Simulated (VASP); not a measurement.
A run of VASP 6.6.1:

INCAR

```
ALGO = Normal
EDIFF = 1E-8
ENCUT = 520
IBRION = 6
ISIF = 2
ISMEAR = 0
LASPH = True
LCHARG = False
LMIXTAU = True
LREAL = False
LWAVE = False
METAGGA = R2SCAN
NELM = 80
NFREE = 2
NSW = 1
POTIM = 0.015
PREC = Accurate
SIGMA = 0.01
```

KPOINTS

```
k-points
0
Gamma
  8 8 8
```

The input POSCAR:

```
Si
1.0
    0.0000000000      2.7220493306      2.7220493306
    2.7220493306      0.0000000000      2.7220493306
    2.7220493306      2.7220493306      0.0000000000
Si
2
Direct
    0.5000000000      0.5000000000      0.5000000000
    0.7500000000      0.7500000000      0.7500000000
```

Potentials or basis: VASP PAW PBE potentials, release 64 (Si).

The run is started by

```sh
$ cat potpaw_PBE.64/Si/POTCAR > POTCAR
$ mpirun -np 1 vasp_std > vasp.out
```

Hardware: 1 thread of AMD EPYC 7R13, with other jobs on the host.

Question: How long does it take, and how much memory?

Answer: It took 8.5 min on 1 thread of AMD EPYC 7R13, with other jobs on the host, peak memory 0.17 GiB. Counts: scf iterations 42, k points 29.
